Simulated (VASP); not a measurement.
# MgCd2O3 (P6/mmm) in VASP: further runs

The runs below take MgCd2O3 through single point, relaxation of cell and atoms, with PBE.

All numbers are computed with VASP 6.6.1; they aren't measurements. Logs are shortened: lines on timing, memory, paths and dates and some standing lists are left out, and cuts for length are marked.

## 1. The cell of the first run

The structure is hexagonal, space group P6/mmm (No. 191). The conventional cell has a = 5.249 Å, b = 5.249 Å, c = 3.944 Å, α = 90.00°, β = 90.00°, γ = 120.00°. Mg (site symmetry 6/mmm) has 6 Cd at 3.03 Å and 12 O at 3.28 Å and 2 Mg at 3.94 Å within 4.0 Å. Within 3.3 Å of Cd (site symmetry -6m2) lie 6 O at 2.49 Å and 3 Cd at 3.03 Å and 3 Mg at 3.03 Å. Within 3.3 Å of O (site symmetry mmm) lie 4 Cd at 2.49 Å and 4 O at 2.62 Å and 4 Mg at 3.28 Å.

## 2. Single point, PBE, collinear spin, ferromagnetic start

Contents of INCAR:

```
ALGO = Normal
EDIFF = 1E-7
ENCUT = 520
GGA = PE
ISIF = 2
ISMEAR = 0
ISPIN = 2
LASPH = T
LCHARG = T
LELF = T
LORBIT = 11
LREAL = F
LVHAR = T
LWAVE = F
MAGMOM = 0 0 0 1 1 1
NBANDS = 35
NELM = 150
PREC = Accurate
SIGMA = 0.1
```

Contents of KPOINTS:

```
k-points
0
Gamma
  6 6 4
```

Contents of POSCAR:

```
MgCd2O3
1.0
    5.2487574900      0.0000000000      0.0000000000
   -2.6243787500      4.5455573300      0.0000000000
    0.0000000000      0.0000000000      3.9443814400
Mg Cd O
1 2 3
Direct
    0.0000000000      0.0000000000      0.0000000000
    0.6666666700      0.3333333300      0.0000000000
    0.3333333300      0.6666666700      0.0000000000
    0.5000000000      0.0000000000      0.5000000000
    0.5000000000      0.5000000000      0.5000000000
    0.0000000000      0.5000000000      0.5000000000
```

Potentials or basis: VASP PAW PBE potentials, release 64 (Mg, Cd, O).

Run with:

```
cat potpaw_PBE.64/Mg/POTCAR potpaw_PBE.64/Cd/POTCAR potpaw_PBE.64/O/POTCAR > POTCAR
mpirun -np 1 vasp_std > vasp.out
```

OUTCAR:

```text
EDIFF = 1E-7
   ENCUT = 520
   GGA = PE
   ISIF = 2
   ISMEAR = 0
   ISPIN = 2
   LASPH = T
   LORBIT = 11
   LREAL = F
   NELM = 150
   PREC = Accurate

 ion  position               nearest neighbor table
   1  0.000  0.000  0.000-   2 3.03   3 3.03   2 3.03   3 3.03   2 3.03   3 3.03
   2  0.667  0.333  0.000-   6 2.49   6 2.49   4 2.49   4 2.49   5 2.49   5 2.49   3 3.03   1 3.03
                             3 3.03   1 3.03   1 3.03   3 3.03
   3  0.333  0.667  0.000-   6 2.49   6 2.49   4 2.49   4 2.49   5 2.49   5 2.49   2 3.03   1 3.03
                             2 3.03   1 3.03   1 3.03   2 3.03
   4  0.500  0.000  0.500-   2 2.49   3 2.49   2 2.49   3 2.49
   5  0.500  0.500  0.500-   2 2.49   3 2.49   2 2.49   3 2.49
   6  0.000  0.500  0.500-   2 2.49   3 2.49   2 2.49   3 2.49

  LATTYP: Found a hexagonal cell.
 ALAT       =     5.2487574900
 C/A-ratio  =     0.7514886042

  Lattice vectors:

 A1 = (   5.2487574900,   0.0000000000,   0.0000000000)
 A2 = (  -2.6243787500,   4.5455573300,   0.0000000000)
 A3 = (   0.0000000000,   0.0000000000,   3.9443814400)

Analysis of symmetry for initial positions (statically):
=====================================================================
 Subroutine PRICEL returns:
 Original cell was already a primitive cell.

 Routine SETGRP: Setting up the symmetry group for a
 hexagonal supercell.

 Subroutine GETGRP returns: Found 24 space group operations
 (whereof 24 operations were pure point group operations)
 out of a pool of 24 trial point group operations.

The static configuration has the point symmetry D_6h.

Analysis of symmetry for dynamics (positions and initial velocities):
=====================================================================
 Subroutine PRICEL returns:
 Original cell was already a primitive cell.

 Routine SETGRP: Setting up the symmetry group for a
 hexagonal supercell.

 Subroutine GETGRP returns: Found 24 space group operations
 (whereof 24 operations were pure point group operations)
 out of a pool of 24 trial point group operations.

The dynamic configuration has the point symmetry D_6h.

Analysis of structural, dynamic, and magnetic symmetry:
=====================================================================
 Subroutine PRICEL returns:
 Original cell was already a primitive cell.

 Routine SETGRP: Setting up the symmetry group for a
 hexagonal supercell.

 Subroutine GETGRP returns: Found 24 space group operations
 (whereof 24 operations were pure point group operations)
 out of a pool of 24 trial point group operations.

The overall configuration has the point symmetry D_6h.

 Subroutine INISYM returns: Found 24 space group operations
 (whereof 24 operations are pure point group operations),
 and found     1 'primitive' translations

----------------------------------------------------------------------------------------

                                     Primitive cell

  volume of cell :      94.1071

  direct lattice vectors                    reciprocal lattice vectors
     5.248757490  0.000000000  0.000000000     0.190521281  0.109997513  0.000000000
    -2.624378750  4.545557330  0.000000000     0.000000000  0.219995025  0.000000000
     0.000000000  0.000000000  3.944381440     0.000000000  0.000000000  0.253525176

  length of vectors
     5.248757490  5.248757497  3.944381440     0.219995026  0.219995025  0.253525176

  position of ions in fractional coordinates (direct lattice)
     0.000000000  0.000000000  0.000000000
     0.666666670  0.333333330  0.000000000
     0.333333330  0.666666670  0.000000000
     0.500000000  0.000000000  0.500000000
     0.500000000  0.500000000  0.500000000
     0.000000000  0.500000000  0.500000000

  ion indices of the primitive-cell ions
   primitive index   ion index
                 1           1
                 2           2
                 3           3
                 4           4
                 5           5
                 6           6

----------------------------------------------------------------------------------------

 KPOINTS: k-points

Automatic generation of k-mesh.
 Grid dimensions read from file:
 generate k-points for:    6    6    4

 Generating k-lattice:

  Cartesian coordinates                     Fractional coordinates (reciprocal lattice)
     0.031753547  0.018332919  0.000000000     0.166666667  0.000000000  0.000000000
     0.000000000  0.036665838  0.000000000     0.000000000  0.166666667  0.000000000
     0.000000000  0.000000000  0.063381294     0.000000000  0.000000000  0.250000000

  Length of vectors
     0.036665838  0.036665838  0.063381294

  Shift w.r.t. Gamma in fractional coordinates (k-lattice)
     0.000000000  0.000000000  0.000000000

 Subroutine IBZKPT returns following result:
 ===========================================

 Found     21 irreducible k-points:

 Following reciprocal coordinates:
            Coordinates               Weight
  0.000000  0.000000  0.000000      1.000000
  0.166667  0.000000  0.000000      6.000000
  0.333333  0.000000  0.000000      6.000000
  0.500000  0.000000  0.000000      3.000000
  0.166667  0.166667  0.000000      6.000000
  0.333333  0.166667  0.000000     12.000000
[... 13 lines left out ...]
  0.333333  0.166667  0.500000     12.000000
  0.333333  0.333333  0.500000      2.000000
   k-points           NKPTS =     21   k-points in BZ     NKDIM =     21   number of bands    NBANDS=     35
   number of dos      NEDOS =    301   number of ions     NIONS =      6
   total plane-waves  NPLWV =  48000
   dimension x,y,z NGX =    40 NGY =   40 NGZ =   30
   dimension x,y,z NGXF=    80 NGYF=   80 NGZF=   60
   ions per type =               1   2   3
   NGX,Y,Z   is equivalent  to a cutoff of  12.67, 12.67, 12.64 a.u.
   NGXF,Y,Z  is equivalent  to a cutoff of  25.34, 25.34, 25.29 a.u.
 SYSTEM =  unknown system
   PREC   = accura    normal or accurate (medium, high low for compatibility)
   ISTART =      0    job   : 0-new  1-cont  2-samecut
   ICHARG =      2    charge: 1-file 2-atom 10-const
   ISPIN  =      2    spin polarized calculation?
   LNONCOLLINEAR =      F non collinear calculations
   LSORBIT =      F    spin-orbit coupling
   LASPH  =      T    aspherical Exc in radial PAW
   ENCUT  =  520.0 eV  38.22 Ry    6.18 a.u.   9.76  9.76  7.33*2*pi/ulx,y,z
   NELM   =    150;   NELMIN=  2; NELMDL= -5     # of ELM steps
   EDIFF  = 0.1E-06   stopping-criterion for ELM
   LREAL  =      F    real-space projection
   EDIFFG = 0.1E-05   stopping-criterion for IOM
   NSW    =      0    number of steps for IOM
   IBRION =     -1    ionic relax: 0-MD 1-quasi-New 2-CG
   NFREE  =      0    steps in history (QN), initial steepest desc. (CG)
   ISIF   =      2    stress and relaxation
   ISYM   =      2    0-nonsym 1-usesym 2-fastsym
   POTIM  = 0.5000    time-step for ionic-motion
   TEBEG  =    0.0;   TEEND  =   0.0 temperature during run
   PSTRESS=    0.0 pullay stress
   NELECT =      44.0000    total number of electrons
   NUPDOWN=      -1.0000    fix difference up-down
   EMIN   =  10.00;   EMAX   =-10.00  energy-range for DOS
   EFERMI =   0.00;   METHOD = LEGACY
   ISMEAR =     0;   SIGMA  =   0.10  broadening in eV -4-tet -1-fermi 0-gaus
   EFERMI_NEDOS =   21; number of points for ismear=-14 and -15
   IALGO  =     38    algorithm
   IMIX   =      4    mixing-type and parameters
     AMIX     =   0.40;   BMIX     =  1.00
     AMIX_MAG =   1.60;   BMIX_MAG =  1.00
  volume/ion in A,a.u.               =      15.68       105.84
  Fermi-wavevector in a.u.,A,eV,Ry     =   1.270627  2.401138 21.966523  1.614494
  Thomas-Fermi vector in A             =   2.403604
   LORBIT       =     11    0 simple, 1 ext, 2 COOP (PROOUT), +10 PAW based schemes
   GGA     = PE    functional components
   LHFCALC =     F    Hartree Fock is set to
   AEXX    =    0.0000 exact exchange contribution
   IVDW    =     0    specifies the selected vdW correction
   LEPSILON=     F    determine dielectric tensor
   LRPA    =     F    only Hartree local field effects (RPA)
 spin polarized calculation
 Gauss-broadening in eV      SIGMA  =   0.10
  energy-cutoff  :      520.00
  volume of cell :       94.11
 maximum number of plane-waves:      2558
 NGX is ok and might be reduce to    40
   NGX = 19   NGY = 19   NGZ = 15

 number of electron      44.0000000 magnetization       3.0000000

 number of electron      43.9999997 magnetization      -1.9103765

 Free energy of the ion-electron system (eV)
  ---------------------------------------------------
  ext. energy  EPLUGINS =         0.00000000
  ---------------------------------------------------
  free energy    TOTEN  =       -17.92540392 eV

  energy without entropy =      -17.91602290  energy(sigma->0) =      -17.92071341

 E-fermi :   2.0085     XC(G=0): -10.1647

 val. band max:        2.0084815210   @ k =   0.0000   0.0000   0.0000
 cond. band min:       2.0150802249   @ k =   0.3333   0.0000   0.0000
 fundamental gap:      0.0065987039
 Fermi energy:         2.0085198061

 spin component 1

 k-point     1 :       0.0000    0.0000    0.0000
  band No.  band energies     occupation
      1     -15.2486      1.00000
      2     -13.9285      1.00000
      3     -13.9285      1.00000
      4      -6.5775      1.00000
      5      -6.5364      1.00000
      6      -6.5364      1.00000
[... 26 lines left out ...]
     33      12.8315      0.00000
     34      12.8315      0.00000

 k-point     2 :       0.1667    0.0000    0.0000
  band No.  band energies     occupation
      1     -15.1811      1.00000
      2     -14.0223      1.00000
      3     -13.9315      1.00000
      4      -6.6810      1.00000
      5      -6.6231      1.00000
      6      -6.5483      1.00000
[... 26 lines left out ...]
     33      12.7041      0.00000
     34      12.9601      0.00000
[... 664 lines left out ...]
     33      12.8615      0.00000
     34      13.5983      0.00000

 k-point    21 :       0.3333    0.3333    0.5000
  band No.  band energies     occupation
      1     -14.5327      1.00000
      2     -14.5327      1.00000
      3     -14.0023      1.00000
      4      -7.0115      1.00000
      5      -6.6634      1.00000
      6      -6.6634      1.00000
[... 26 lines left out ...]
     33      14.0553      0.00000
     34      14.0553      0.00000
 Fermi energy:         2.0085198061

 spin component 2

 k-point     1 :       0.0000    0.0000    0.0000
  band No.  band energies     occupation
      1     -16.1091      1.00000
      2     -14.8797      1.00000
      3     -14.8797      1.00000
      4      -6.6005      1.00000
      5      -6.5617      1.00000
      6      -6.5617      1.00000
[... 26 lines left out ...]
     33      12.7070      0.00000
     34      12.7070      0.00000

 k-point     2 :       0.1667    0.0000    0.0000
  band No.  band energies     occupation
      1     -16.0457      1.00000
      2     -14.9659      1.00000
      3     -14.8822      1.00000
      4      -6.7007      1.00000
      5      -6.6391      1.00000
      6      -6.5736      1.00000
[... 26 lines left out ...]
     33      12.5531      0.00000
     34      12.8290      0.00000
[... 664 lines left out ...]
     33      12.6968      0.00000
     34      13.3182      0.00000

 k-point    21 :       0.3333    0.3333    0.5000
  band No.  band energies     occupation
      1     -15.4483      1.00000
      2     -15.4483      1.00000
      3     -14.9378      1.00000
      4      -7.0270      1.00000
      5      -6.6760      1.00000
      6      -6.6760      1.00000
[... 26 lines left out ...]
     33      13.7923      0.00000
     34      13.8358      0.00000
 [bands above 34 left out]

------------------------ aborting loop because EDIFF is reached ----------------------------------------

  FORCE on cell =-STRESS in cart. coord.  units (eV):
  Direction    XX          YY          ZZ          XY          YZ          ZX
  --------------------------------------------------------------------------------------
  -------------------------------------------------------------------------------------
  Total        3.5554263      3.5554263    -14.6679417     -0.0000000      0.0000000      0.0000000
  in kB       60.5312592     60.5312593   -249.7222292     -0.0000001      0.0000000      0.0000000
  external PRESSURE =     -42.8865702 kB  Pullay stress =       0.0000000 kB

 VOLUME and BASIS-vectors are now :
 -----------------------------------------------------------------------------
  energy-cutoff  :      520.00
  volume of cell :       94.11
      direct lattice vectors                 reciprocal lattice vectors
     5.248757490  0.000000000  0.000000000     0.190521281  0.109997513  0.000000000
    -2.624378750  4.545557330  0.000000000     0.000000000  0.219995025  0.000000000
     0.000000000  0.000000000  3.944381440     0.000000000  0.000000000  0.253525176

 POSITION                                       TOTAL-FORCE (eV/Angst)
 -----------------------------------------------------------------------------------
      0.00000      0.00000      0.00000         0.000000      0.000000      0.000000
      2.62438      1.51519      0.00000        -0.000000      0.000000      0.000000
     -0.00000      3.03037      0.00000         0.000000     -0.000000      0.000000
      2.62438      0.00000      1.97219         0.000000      0.000000      0.000000
      1.31219      2.27278      1.97219         0.000000      0.000000      0.000000
     -1.31219      2.27278      1.97219         0.000000      0.000000      0.000000
 -----------------------------------------------------------------------------------
    total drift:                                0.000000     -0.000000      0.000000

  FREE ENERGIE OF THE ION-ELECTRON SYSTEM (eV)
  ---------------------------------------------------
  free  energy   TOTEN  =       -17.9254039211 eV

  energy  without entropy=      -17.9160228978  energy(sigma->0) =      -17.92071341

 total charge

# of ion       s       p       d       tot
------------------------------------------
    1        0.199   0.057   0.010   0.266
    2        0.400   0.250   9.559  10.209
    3        0.400   0.250   9.559  10.209
    4        1.610   3.169   0.000   4.779
    5        1.610   3.169   0.000   4.779
    6        1.610   3.169   0.000   4.779
--------------------------------------------------
tot          5.829  10.065  19.128  35.021

 magnetization (x)

# of ion       s       p       d       tot
------------------------------------------
    1       -0.066   0.000  -0.000  -0.065
    2        0.015   0.004  -0.016   0.003
    3        0.015   0.004  -0.016   0.003
    4       -0.005  -0.498   0.000  -0.503
    5       -0.005  -0.498   0.000  -0.503
    6       -0.005  -0.498   0.000  -0.503
--------------------------------------------------
tot         -0.052  -1.485  -0.031  -1.569
```

It took 2.1 min on 1 thread of Intel Xeon 6975P-C (Granite Rapids), shared host; peak memory 0.31 GiB.

Results:

```yaml
Free_energy: -17.9254 eV
Pressure: -4.3 GPa
Net_moment: -1.91 μB per cell
Site_moments: Mg -0.07; Cd +0.00; O -0.50 μB
Valence_electrons_inside_the_program's_atomic_spheres: Mg 0.27; Cd 10.21; O 4.78
```

Caveat: the k points lie up to 0.40 Å⁻¹ apart.

[end of part 1 of 2]
